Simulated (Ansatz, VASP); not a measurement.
# Pd in VASP and in Ansatz

```
Pd
1.0
     2.74106    0.00000    0.00000
     0.00000    3.87644    0.00000
     0.00000    0.00000   21.48210
Pd
5
Direct
  0.00000 0.00000 0.37240
  0.50000 0.50000 0.43620
  0.00000 0.00000 0.50000
  0.50000 0.50000 0.56380
  0.00000 0.00000 0.62760
```

Alike in both runs: task single point; functional PBEsol; k mesh 13 × 10 × 1; occupations fermi-dirac, width 0.05 eV; no spin polarisation.

|  | VASP | Ansatz |
| --- | --- | --- |
| version | VASP 6.6.1 | Ansatz 0.2.0 |
| potentials or method | VASP PAW PBE potentials, release 64 (Pd) | PAW with Ansatz's default frozen-core files, scalar-relativistic |
| plane-wave cutoff (eV) | 520 | 420 |
| valence electrons in the cell | 50 | 90 |

```tsv
	VASP	Ansatz	Ansatz less VASP
rms of the force components (eV/Å)	0.295	0.292	-0.0034
```

VASP's potentials were made for PBE, not for PBEsol. Atom by atom the forces differ by 0.007 eV/Å (rms over components). The functional is the same, so the differences come from potentials, cutoffs and numerics. VASP's potentials hold 50 valence electrons a cell and Ansatz's 90, so a difference there can come from the potentials and not from the codes.
